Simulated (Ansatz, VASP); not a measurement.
**One calculation of Hf, two programs**

Contents of POSCAR:

```
Hf
1.0
   -1.7698022045      1.7698022045      1.7698022045
    1.7698022045     -1.7698022045      1.7698022045
    1.7698022045      1.7698022045     -1.7698022045
Hf
1
Direct
    0.0000000000      0.0000000000      0.0000000000
```

File INCAR.step1:

```
SYSTEM = Hf
  PREC = Accurate
  ENCUT = 520
  ISMEAR = 0
  SIGMA = 0.05
  LREAL = .FALSE.
  LASPH = .TRUE.
  NELM = 80
  NBANDS = 11
  GGA = PE
  ALGO = Normal
  EDIFF = 1E-4
  LWAVE = .TRUE.
  LCHARG = .FALSE.
```

The input INCAR.step2:

```
SYSTEM = Hf
  PREC = Accurate
  ENCUT = 520
  EDIFF = 1E-6
  ISMEAR = 0
  SIGMA = 0.05
  LREAL = .FALSE.
  LASPH = .TRUE.
  NELM = 80
  ALGO = Normal
  ISIF = 2
  LWAVE = .FALSE.
  LCHARG = .FALSE.
  METAGGA = R2SCAN
  LMIXTAU = .TRUE.
  NBANDS = 11
  ISTART = 1
```

KPOINTS

```
regular mesh
0
G
  18 18 18
  0 0 0
```

Input for Ansatz:

```yaml
crystal:
  lattice:
    - [-1.7698022045, 1.7698022045, 1.7698022045]
    - [1.7698022045, -1.7698022045, 1.7698022045]
    - [1.7698022045, 1.7698022045, -1.7698022045]
  atoms:
    - { symbol: Hf, position: [0.0, 0.0, 0.0] }
basis:
  ecutwfc: 500
  ecutrho_ratio: 4
kpoints:
  mp_grid: { grid: [18, 18, 18] }
hamiltonian:
  xc: r2scan
scf:
  occupations: { method: gaussian, width: 0.05 }
output:
  forces: true
  stress: true
  eigenvalues: true
```

Alike in both runs: task single point; functional r2SCAN; k mesh 18 × 18 × 18; occupations gaussian, width 0.05 eV; no spin polarisation.

|  | VASP | Ansatz |
| --- | --- | --- |
| version | VASP 6.6.1 | Ansatz 0.2.0 |
| potentials or method | VASP PAW PBE potentials, release 64 (Hf_pv), cutoff 520 eV | scalar-relativistic, plane waves, PAW |
| valence electrons in the cell | 10 | 26 |

```csv
,VASP,Ansatz,Ansatz less VASP
gap on the k mesh at the Fermi level (eV),none,none,-
pressure (GPa),-0.6,-0.1,+0.45
```

VASP's potentials were made for PBE, not for r2SCAN. A gap of «none» marks a metal or a gap that the smearing closes. VASP's potentials hold 10 valence electrons a cell and Ansatz's 26, so a difference there can come from the potentials and not from the codes.

Neither program's run includes spin-orbit coupling.
